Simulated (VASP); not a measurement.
Zr:

```
CELL_PARAMETERS angstrom
-1.83382 1.83382 1.83382
1.83382 -1.83382 1.83382
1.83382 1.83382 -1.83382
ATOMIC_POSITIONS crystal
Zr 0.00000 0.00000 0.00000
```

Base run:

| Item | Value |
| --- | --- |
| Program | VASP 6.6.1 |
| Functional | PBEsol |
| Potentials or basis | VASP PAW PBE potentials, release 64 (Zr_sv) |
| Cutoff | 520 eV |
| k mesh | 10 × 10 × 10 |
| Occupations | fermi-dirac, width 0.05 eV |
| Spin | no spin polarisation |

Its results: band gap on the k mesh zero (band 6 reaches 9.05 eV, above the bottom of band 7 at 7.28 eV); pressure -9.5 GPa.

Q: The run is repeated on the same cell with these changes: functional from PBEsol to PBE. What comes out?

A: Band gap on the k mesh zero (band 6 reaches 9.18 eV, above the bottom of band 7 at 7.41 eV); pressure -6.1 GPa.

PBE binds less tightly than PBEsol, so the same cell stands under more pressure.

Caveats: the PAW data sets were made with another functional, which shifts forces and pressure a little (some runs).
